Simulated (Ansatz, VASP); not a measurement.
## PbO: VASP beside Ansatz

INCAR

```
SYSTEM = PbO
ALGO = Normal
EDIFF = 1E-6
ENCUT = 520
GGA = PE
ISIF = 2
ISMEAR = -1
LASPH = .True.
LCHARG = .False.
LREAL = .False.
LWAVE = .False.
NBANDS = 17
NELM = 60
PREC = Accurate
SIGMA = 0.02
```

File KPOINTS:

```
k-points
0
Gamma
  8 8 8
  0 0 0
```

Contents of POSCAR:

```
PbO
1.0
    3.1793716482     -0.0313168107      0.0000000000
   -0.0313168107      3.1793716482      0.0000000000
    0.0000000000      0.0000000000      3.1793716482
Pb O
1 1
Direct
    0.0000000000      0.0000000000      0.0000000000
    0.5000000000      0.5000000000      0.5000000000
```

Input for Ansatz:

```yaml
crystal:
  lattice:
    - [3.1793716482, -0.0313168107, 0.0]
    - [-0.0313168107, 3.1793716482, 0.0]
    - [0.0, 0.0, 3.1793716482]
  atoms:
    - { symbol: Pb, position: [0.0, 0.0, 0.0] }
    - { symbol: O, position: [0.5, 0.5, 0.5] }
kpoints:
  mp_grid: { grid: [8, 8, 8] }
  band_path:
    path:
      - [0.0, 0.0, 0.0]
      - [0.0, 0.5, 0.0]
      - [0.5, 0.5, 0.0]
      - [0.5, 0.5, 0.5]
      - [-0.072917, 0.008667, -0.5]
      - [-0.067871, -0.024251, -0.5]
    npoints: 1
hamiltonian:
  xc: pbe
scf:
  occupations: { method: fermi_dirac, width: 0.02 }
  n_extra_bands: 4
output:
  forces: true
  stress: true
  eigenvalues: true
```

Change from the starting cell: shear_xy strain -2.0%.

Alike in both runs: task single point; functional PBE; k mesh 8 × 8 × 8; occupations fermi-dirac, width 0.02 eV; no spin polarisation.

|  | VASP | Ansatz |
| --- | --- | --- |
| version | VASP 6.6.1 | Ansatz 0.2.0 |
| potentials or method | VASP PAW PBE potentials, release 64 (Pb_d, O) | plane waves, PAW |
| plane-wave cutoff (eV) | 520 | 420 |
| valence electrons in the cell | 20 | 20 |

VASP gave:

```
pressure (GPa)                                                : 3.3
traceless stress, the component that is largest in VASP (GPa) : 0.05
```

Question: Which values does Ansatz return?

Answer: Pressure (GPa): 3.4; traceless stress, the component that is largest in VASP (GPa): 0.04.

The functional is the same, so the differences come from potentials, cutoffs and numerics.

Neither program's run includes spin-orbit coupling.
